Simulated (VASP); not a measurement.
Write the native input for VASP 6.6.1 that does the following.

```yaml
Task: single point
Functional: PBE
Potentials_or_basis: VASP PAW PBE potentials, release 64 (C)
Cutoff: 520 eV
k_mesh: 12 × 12 × 4
Occupations: gaussian, width 0.05 eV
Spin: no spin polarisation
Dipole_correction: no
Further_INCAR_settings: ALGO = Normal; EDIFF = 1e-07; NBANDS = 26
```

The structure of C lies in POSCAR:

```
C
1.0
    2.5809689538      0.0000000000      0.0000000000
   -1.2904844769      2.2351846804      0.0000000000
    0.0000000000      0.0000000000      8.0969734774
C
8
Direct
    0.0000000000      0.0000000000      0.0929681641
    0.0000000000      0.0000000000      0.5929681641
    0.0000000000      0.0000000000      0.4070318359
    0.0000000000      0.0000000000      0.9070318359
    0.3333333333      0.6666666667      0.1555285626
    0.6666666667      0.3333333333      0.6555285626
    0.3333333333      0.6666666667      0.3444714374
    0.6666666667      0.3333333333      0.8444714374
```

This cell differs from its parent crystal: strain +0.025 along x and y, -0.025 along z.

One way to write it, as run:

INCAR

```
PREC = Accurate ; ENCUT = 520
EDIFF = 1E-7 ; ISMEAR = 0
SIGMA = 0.05 ; LREAL = False
LASPH = True ; NELM = 100
ALGO = Normal ; ISIF = 2
LWAVE = False ; LCHARG = True
GGA = PE ; LELF = True
LVHAR = True ; NBANDS = 26
```

KPOINTS

```
Automatic mesh
0
Gamma
  12 12 4
```

Potentials or basis: VASP PAW PBE potentials, release 64 (C).

Launch:

```console
$ cat potpaw_PBE.64/C/POTCAR > POTCAR
$ mpirun -np 1 vasp_std > vasp.out
```

It gave:

| Item | Value |
| --- | --- |
| Pressure | -7.9 GPa |
| Largest force | 0.239 eV/Å |
| Band gap on the k mesh | 3.84 eV, indirect (least direct gap 4.66 eV) |

Caveat: the cell differs from its parent crystal (strain +0.025 along x and y, -0.025 along z).

Run time: 38 s on 1 thread of Intel(R) Xeon(R) 6975P-C (Granite Rapids), on a shared host, peak memory 0.17 GiB.
